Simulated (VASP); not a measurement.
# CO in VASP: single point with PBE+D3(BJ)

Aim: the single point of CO with PBE+D3(BJ).

Everything below comes from runs of VASP 6.6.1. Logs are shortened: lines on timing, memory, paths and dates and some standing lists are left out, and cuts for length are marked.

## 1. The cell of the first run

The cell holds a molecule in a box, 2 atoms: a = 15.000 Å, b = 15.500 Å, c = 16.000 Å, α = 90.00°, β = 90.00°, γ = 90.00°.

## 2. Single point, PBE+D3(BJ)

Contents of INCAR:

```
SYSTEM = CO
PREC = Accurate
ENCUT = 1000
EDIFF = 1E-6
ISMEAR = 0
SIGMA = 0.005
LREAL = .FALSE.
LASPH = .TRUE.
NELM = 120
ALGO = Normal
ISIF = 2
LWAVE = .FALSE.
LCHARG = .FALSE.
GGA = PE
IVDW = 12
NBANDS = 12
ISYM = 0
GGA_COMPAT = .FALSE.
NELMDL = -8
```

Contents of KPOINTS:

```
regular mesh
0
G
  1 1 1
  0 0 0
```

Contents of POSCAR:

```
CO
1.0
   15.0000000000      0.0000000000      0.0000000000
    0.0000000000     15.5000000000      0.0000000000
    0.0000000000      0.0000000000     16.0000000000
C O
1 1
Direct
    0.5018288836      0.4990307609      0.4645801509
    0.4981711164      0.5009692391      0.5354198491
```

Potentials or basis: VASP PAW PBE potentials, release 64 (C_h, O_h).

Launch:

```console
$ cat potpaw_PBE.64/C_h/POTCAR potpaw_PBE.64/O_h/POTCAR > POTCAR
$ mpirun -np 1 vasp_gam > vasp.out
```

OUTCAR:

```text
SYSTEM = CO
   PREC = Accurate
   ENCUT = 1000
   EDIFF = 1E-6
   ISMEAR = 0
   LREAL = .FALSE.
   LASPH = .TRUE.
   NELM = 120
   ISIF = 2
   GGA = PE
   IVDW = 12
   ISYM = 0
   NELMDL = -8
 IVDW          = 12

 ion  position               nearest neighbor table
   1  0.502  0.499  0.465-   2 1.14
   2  0.498  0.501  0.535-   1 1.14

IMPORTANT INFORMATION: All symmetrisations will be switched off!
NOSYMM: (Re-)initialisation of all symmetry stuff for point group C_1.

----------------------------------------------------------------------------------------

                                     Primitive cell

  volume of cell :    3720.0000

  direct lattice vectors                    reciprocal lattice vectors
    15.000000000  0.000000000  0.000000000     0.066666667  0.000000000  0.000000000
     0.000000000 15.500000000  0.000000000     0.000000000  0.064516129  0.000000000
     0.000000000  0.000000000 16.000000000     0.000000000  0.000000000  0.062500000

  length of vectors
    15.000000000 15.500000000 16.000000000     0.066666667  0.064516129  0.062500000

  position of ions in fractional coordinates (direct lattice)
     0.501828884  0.499030761  0.464580151
     0.498171116  0.500969239  0.535419849

  ion indices of the primitive-cell ions
   primitive index   ion index
                 1           1
                 2           2

----------------------------------------------------------------------------------------

 KPOINTS: regular mesh

Automatic generation of k-mesh.
 Grid dimensions read from file:
 generate k-points for:    1    1    1

 Generating k-lattice:

  Cartesian coordinates                     Fractional coordinates (reciprocal lattice)
     0.066666667  0.000000000  0.000000000     1.000000000  0.000000000  0.000000000
     0.000000000  0.064516129  0.000000000     0.000000000  1.000000000  0.000000000
     0.000000000  0.000000000  0.062500000     0.000000000  0.000000000  1.000000000

  Length of vectors
     0.066666667  0.064516129  0.062500000

  Shift w.r.t. Gamma in fractional coordinates (k-lattice)
     0.000000000  0.000000000  0.000000000

 Subroutine IBZKPT returns following result:
 ===========================================

 Found      1 irreducible k-points:

 Following reciprocal coordinates:
            Coordinates               Weight
  0.000000  0.000000  0.000000      1.000000
   k-points           NKPTS =      1   k-points in BZ     NKDIM =      1   number of bands    NBANDS=     12
   number of dos      NEDOS =    301   number of ions     NIONS =      2
   total plane-waves  NPLWV = ******
   dimension x,y,z NGX =   160 NGY =  160 NGZ =  168
   dimension x,y,z NGXF=   320 NGYF=  320 NGZF=  336
   ions per type =               1   1
   NGX,Y,Z   is equivalent  to a cutoff of  17.73, 17.16, 17.46 a.u.
   NGXF,Y,Z  is equivalent  to a cutoff of  35.47, 34.32, 34.91 a.u.
 SYSTEM =  CO
   PREC   = accura    normal or accurate (medium, high low for compatibility)
   ISTART =      0    job   : 0-new  1-cont  2-samecut
   ICHARG =      2    charge: 1-file 2-atom 10-const
   ISPIN  =      1    spin polarized calculation?
   LNONCOLLINEAR =      F non collinear calculations
   LSORBIT =      F    spin-orbit coupling
   LASPH  =      T    aspherical Exc in radial PAW
   ENCUT  = 1000.0 eV  73.50 Ry    8.57 a.u.  38.68 39.97 41.25*2*pi/ulx,y,z
   NELM   =    120;   NELMIN=  2; NELMDL= -8     # of ELM steps
   EDIFF  = 0.1E-05   stopping-criterion for ELM
   LREAL  =      F    real-space projection
   EDIFFG = 0.1E-04   stopping-criterion for IOM
   NSW    =      0    number of steps for IOM
   IBRION =     -1    ionic relax: 0-MD 1-quasi-New 2-CG
   NFREE  =      0    steps in history (QN), initial steepest desc. (CG)
   ISIF   =      2    stress and relaxation
   ISYM   =      0    0-nonsym 1-usesym 2-fastsym
   POTIM  = 0.5000    time-step for ionic-motion
   TEBEG  =    0.0;   TEEND  =   0.0 temperature during run
   PSTRESS=    0.0 pullay stress
   NELECT =      10.0000    total number of electrons
   NUPDOWN=      -1.0000    fix difference up-down
   EMIN   =  10.00;   EMAX   =-10.00  energy-range for DOS
   EFERMI =   0.00;   METHOD = LEGACY
   ISMEAR =     0;   SIGMA  =   0.01  broadening in eV -4-tet -1-fermi 0-gaus
   EFERMI_NEDOS =   21; number of points for ismear=-14 and -15
   IALGO  =     38    algorithm
   IMIX   =      4    mixing-type and parameters
     AMIX     =   0.40;   BMIX     =  1.00
     AMIX_MAG =   1.60;   BMIX_MAG =  1.00
  volume/ion in A,a.u.               =    1860.00     12551.90
  Fermi-wavevector in a.u.,A,eV,Ry     =   0.227629  0.430156  0.704984  0.051815
  Thomas-Fermi vector in A             =   1.017343
   LORBIT       =      0    0 simple, 1 ext, 2 COOP (PROOUT), +10 PAW based schemes
   GGA     = PE    functional components
   LHFCALC =     F    Hartree Fock is set to
   AEXX    =    0.0000 exact exchange contribution
   IVDW    =    12    specifies the selected vdW correction
   LEPSILON=     F    determine dielectric tensor
   LRPA    =     F    only Hartree local field effects (RPA)
 non-spin polarized calculation
 Gauss-broadening in eV      SIGMA  =   0.01
  energy-cutoff  :     1000.00
  volume of cell :     3720.00
 maximum number of plane-waves:    133573
 NGX is ok and might be reduce to   160
   NGX = 77   NGY = 79   NGZ = 83

 number of electron       9.9999999 magnetization

 number of electron      10.0000000 magnetization

 Free energy of the ion-electron system (eV)
  ---------------------------------------------------
  ext. energy  EPLUGINS =         0.00000000
  ---------------------------------------------------
  free energy    TOTEN  =       -14.95092526 eV

  energy without entropy =      -14.95092526  energy(sigma->0) =      -14.95092526

 E-fermi :  -8.9164     XC(G=0):  -0.1882

 val. band max:       -9.0087109286   @ k =   0.0000   0.0000   0.0000
 cond. band min:      -2.0248189939   @ k =   0.0000   0.0000   0.0000
 fundamental gap:      6.9838919346
 Fermi energy:        -8.9163675822

 k-point     1 :       0.0000    0.0000    0.0000
  band No.  band energies     occupation
      1     -29.2114      2.00000
      2     -14.0830      2.00000
      3     -11.7513      2.00000
      4     -11.7513      2.00000
      5      -9.0087      2.00000
      6      -2.0248      0.00000
      7      -2.0248      0.00000
      8      -0.1299      0.00000
      9       0.3626      0.00000
     10       0.4853      0.00000
     11       0.5262      0.00000
     12       0.6087      0.00000

------------------------ aborting loop because EDIFF is reached ----------------------------------------

 Edisp (eV)   -0.01120

 E8    (eV) :    -0.0034

  FORCE on cell =-STRESS in cart. coord.  units (eV):
  Direction    XX          YY          ZZ          XY          YZ          ZX
  --------------------------------------------------------------------------------------
  -------------------------------------------------------------------------------------
  Total      -0.00930    -0.00969     0.03785    -0.00008     0.00133    -0.00229
  in kB      -0.00401    -0.00417     0.01630    -0.00003     0.00057    -0.00099
  external pressure =        0.00 kB  Pullay stress =        0.00 kB

 VOLUME and BASIS-vectors are now :
 -----------------------------------------------------------------------------
  energy-cutoff  :     1000.00
  volume of cell :     3720.00
      direct lattice vectors                 reciprocal lattice vectors
    15.000000000  0.000000000  0.000000000     0.066666667  0.000000000  0.000000000
     0.000000000 15.500000000  0.000000000     0.000000000  0.064516129  0.000000000
     0.000000000  0.000000000 16.000000000     0.000000000  0.000000000  0.062500000

 POSITION                                       TOTAL-FORCE (eV/Angst)
 -----------------------------------------------------------------------------------
      7.52743      7.73498      7.43328         0.001952     -0.001050     -0.042872
      7.47257      7.76502      8.56672        -0.001952      0.001050      0.042872
 -----------------------------------------------------------------------------------
    total drift:                                0.000299     -0.000180     -0.000430

  FREE ENERGIE OF THE ION-ELECTRON SYSTEM (eV)
  ---------------------------------------------------
  free  energy   TOTEN  =       -14.9621246518 eV

  energy  without entropy=      -14.9621246518  energy(sigma->0) =      -14.96212465
```

Wall time 8 min (1 thread of Intel Xeon 6975P-C (Granite Rapids), shared host); peak memory 5.4 GiB.

Results:

| Property | Result |
| --- | --- |
| Free energy | -14.9621 eV |
| Largest force | 0.043 eV/Å |
| Gap between the frontier levels | 6.98 eV |
| Dispersion energy per atom | -0.006 eV |

Forces in eV/Å, atoms in the order of the input:
```
C    0.002 -0.001 -0.043
O   -0.002  0.001  0.043
```

Levels at points of the mesh, in eV from the valence-band top:
```tsv
k point	band 2	band 3	band 4	band 5	band 6	band 7	band 8	band 9
(0.00, 0.00, 0.00)	-5.07	-2.74	-2.74	0.00	6.98	6.98	8.88	9.37
```
